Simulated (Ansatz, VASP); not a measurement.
**Two plane-wave programs on Al2Cu**

```
Al Cu
1.0
     4.08803    0.00000    0.00000
     0.00000    4.08803    0.00000
     0.00000    0.00000    2.85133
Al Cu
2 1
Direct
  0.50000 0.00000 0.50000
  0.00000 0.50000 0.50000
  0.00000 0.00000 0.00000
```

Alike in both runs: functional r2SCAN; k mesh 10 × 10 × 14; occupations gaussian, width 0.1 eV; no spin polarisation.

Ansatz relaxed the structure, and its values are those at the end. VASP's run is a single point on that final structure, the one shown.

|  | VASP | Ansatz |
| --- | --- | --- |
| version | VASP 6.6.1 | Ansatz 0.2.0 |
| potentials or method | VASP PAW PBE potentials, release 64 (Al, Cu), cutoff 520 eV | scalar-relativistic, plane waves, PAW |
| valence electrons in the cell | 17 | 25 |

```tsv
	VASP	Ansatz	Ansatz less VASP
gap on the k mesh at the Fermi level (eV)	none	none	-
pressure (GPa)	-0.1	0.0	+0.14
```

VASP's potentials were made for PBE, not for r2SCAN. A gap of «none» marks a metal or a gap that the smearing closes. With one functional, cell and mesh, what is left measures potentials, basis and numerics. VASP's potentials hold 17 valence electrons a cell and Ansatz's 25, so a difference there can come from the potentials and not from the codes.
